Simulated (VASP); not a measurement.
# ZrAl5N6: single point with PBE

Crystal: ZrAl5N6.

```xyz
12
Lattice="2.9366 0.0000 0.0000 -1.4683 2.5431 0.0000 0.0000 0.0000 14.6207" Properties=species:S:1:pos:R:3 pbc="T T T"
Zr    0.0000    0.0000    0.0000
Al    1.4683    0.8477    2.6166
Al    0.0000    1.6954    4.9661
Al    0.0000    0.0000    7.3104
Al    1.4683    0.8477    9.6546
Al    0.0000    1.6954   12.0041
N     1.4683    0.8477   13.1256
N     0.0000    1.6954    1.4951
N     0.0000    0.0000    3.7970
N     1.4683    0.8477    6.1388
N     0.0000    1.6954    8.4820
N     0.0000    0.0000   10.8238
```

| Quantity | Value |
| --- | --- |
| Program | VASP 6.6.1 |
| Task | single point |
| Functional | PBE |
| Potentials or basis | VASP PAW PBE potentials, release 64 (Zr_sv, Al, N) |
| Cutoff | 520 eV |
| k mesh | 12 × 12 × 4 |
| Occupations | gaussian, width 0.1 eV |
| Spin | no spin polarisation |

| Property | Result |
| --- | --- |
| Pressure | -0.1 GPa |
| Largest force | 0.031 eV/Å |

Forces on the atoms (eV/Å):
```
Zr   0.000  0.000  0.000
Al   0.000  0.000 -0.002
Al   0.000  0.000 -0.001
Al   0.000  0.000  0.000
Al   0.000  0.000  0.001
Al   0.000  0.000  0.002
N    0.000  0.000 -0.031
N    0.000  0.000  0.031
N    0.000  0.000  0.003
N    0.000  0.000  0.001
N    0.000  0.000 -0.001
N    0.000  0.000 -0.003
```

Levels at points of the mesh, in eV from the Fermi level:
```
           k point  band 24  band 25  band 26  band 27  band 28  band 29  band 30  band 31  band 32  band 33
(0.00, 0.00, 0.00)    -1.59    -1.59    -1.26    -1.26    -1.15     0.45     1.97     1.97     4.08     4.46
(0.50, 0.00, 0.00)    -3.16    -2.77    -2.41    -2.31    -2.27    -1.41     3.18     4.14     4.53     5.03
(0.00, 0.00, 0.50)    -1.86    -1.40    -1.40    -1.33    -1.33     0.56     1.97     1.97     4.19     4.50
(0.50, 0.00, 0.50)    -3.46    -2.73    -2.68    -2.15    -2.12    -1.37     3.29     3.81     4.85     4.94
```

Wall time 9.5 min on 1 thread of AMD EPYC 7R13, on a shared host, peak memory 0.38 GiB.
